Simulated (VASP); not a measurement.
Input of a VASP 6.6.1 run:

The input INCAR:

```
  PREC = Accurate
  ENCUT = 520
  EDIFF = 1E-6
  ISMEAR = 0
  SIGMA = 0.05
  LREAL = False
  LASPH = True
  NELM = 80
  ALGO = Normal
  ISIF = 2
  LWAVE = False
  LCHARG = False
  GGA = CA
  NBANDS = 15
```

Contents of KPOINTS:

```
regular mesh
0
Gamma
  6 6 6
```

The input POSCAR:

```
KI
1.0
    0.0000000000      3.3198591262      3.4109309835
    3.3198591262      0.0000000000      3.4109309835
    3.3198591262      3.3198591262      0.0000000000
K I
1 1
Direct
   -0.0289656989     -0.0289656989      0.0289656989
    0.5089241111      0.5089241111      0.4910758889
```

Potentials or basis: VASP PAW LDA potentials, release 64 (K_sv, I).

Command:

```sh
$ cat potpaw_LDA.64/K_sv/POTCAR potpaw_LDA.64/I/POTCAR > POTCAR
$ mpirun -np 1 vasp_std > vasp.out
```

(1) What does it give for the band gap on the k mesh?

(2) Estimate the pressure.

(3) What does it give for the largest force?

## Answers

(1) 4.03 eV.

(2) 1.5 GPa.

(3) 0.423 eV/Å.

Caveat: the cell differs from its parent crystal (atoms displaced along a vibrational mode, the cell strained); spin-orbit coupling is left out, which moves the levels of the heavy elements.
